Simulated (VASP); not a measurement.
# GeH4: single point with LDA

System: GeH4, in a box.

```
Ge H
1.0
    12.80089    0.00000    0.00000
     0.00000   13.30089    0.00000
     0.00000    0.00000   13.80089
Ge H
1 4
Direct
  0.50288 0.50483 0.50080
  0.40439 0.46874 0.44778
  0.47788 0.52085 0.60845
  0.58924 0.42546 0.49074
  0.53997 0.60428 0.45614
```

```
Program                : VASP 6.6.1
Task                   : single point
Functional             : LDA
Potentials or basis    : VASP PAW LDA potentials, release 64 (Ge_d, H)
Cutoff                 : 410 eV
k mesh                 : 1 × 1 × 1
Occupations            : gaussian, width 0.005 eV
Spin                   : no spin polarisation
Dipole correction      : no
Further INCAR settings : ALGO = Normal; EDIFF = 1e-06; NBANDS = 17; NELMDL = -8
```

```
Largest force                   : 0.129 eV/Å
Gap between the frontier levels : 7.47 eV
```

Forces in eV/Å, atoms in the order of the input:
```
Ge  -0.002  0.001 -0.001
H    0.106  0.038  0.063
H    0.026 -0.018 -0.125
H   -0.093  0.089  0.011
H   -0.038 -0.111  0.053
```

Levels at points of the mesh, in eV from the valence-band top:
| k point | band 7 | band 8 | band 9 | band 10 | band 11 | band 12 |
| --- | --- | --- | --- | --- | --- | --- |
| (0.00, 0.00, 0.00) | 0.00 | 0.00 | 0.00 | 7.47 | 8.37 | 8.39 |

Wall time 3.5 min on 1 thread of AMD EPYC 7R13 Processor (Zen 3), with other jobs on the host, peak memory 0.78 GiB.
